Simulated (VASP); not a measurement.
A run of VASP 6.6.1:

POSCAR

```
Cd
1.0
    0.0000000000      2.1233320327      2.1233320327
    2.1233320327      0.0000000000      2.1233320327
    2.1233320327      2.1233320327      0.0000000000
Cd
1
Direct
    0.0000000000      0.0000000000      0.0000000000
```

The input INCAR.step1:

```
PREC     = Accurate       # precision mode
ENCUT    = 550            # plane-wave cutoff, eV
ISMEAR   = -1             # smearing method
SIGMA    = 0.1            # smearing width, eV
LREAL    = F              # projectors in reciprocal space
LASPH    = T              # aspherical terms in the spheres
NELM     = 120            # most SCF steps
NBANDS   = 12             # bands
GGA      = PE             # functional
ALGO     = Normal         # electronic algorithm
EDIFF    = 1E-5           # SCF threshold, eV
LWAVE    = T              # write WAVECAR
LCHARG   = F              # write CHGCAR
GGA_COMPAT= F
```

INCAR.step2

```
PREC     = Accurate       # precision mode
ENCUT    = 550            # plane-wave cutoff, eV
EDIFF    = 1E-6           # SCF threshold, eV
ISMEAR   = -1             # smearing method
SIGMA    = 0.1            # smearing width, eV
LREAL    = F              # projectors in reciprocal space
LASPH    = T              # aspherical terms in the spheres
NELM     = 120            # most SCF steps
ALGO     = Normal         # electronic algorithm
ISIF     = 2              # what is computed and relaxed
LWAVE    = F              # write WAVECAR
LCHARG   = T              # write CHGCAR
METAGGA  = R2SCAN         # meta-GGA
LMIXTAU  = T            
LELF     = T              # ELF
LVHAR    = T            
NBANDS   = 12             # bands
ISTART   = 1            
GGA_COMPAT= F
```

Contents of KPOINTS:

```
regular mesh
0
Gamma
  14 14 14
```

Potentials or basis: VASP PAW PBE potentials, release 64 (Cd).

Run with:

```console
$ cat potpaw_PBE.64/Cd/POTCAR > POTCAR
$ cp INCAR.step1 INCAR
$ mpirun -np 1 vasp_std > vasp.out
$ cp INCAR.step2 INCAR
$ mpirun -np 1 vasp_std > vasp.out
```

Hardware: 1 thread of Intel Xeon 8259CL, on a shared host.

Question: Estimate the wall time of this run.

Answer: It took 62 s on 1 thread of Intel Xeon 8259CL, on a shared host, peak memory 0.16 GiB. Counts: k points 104.
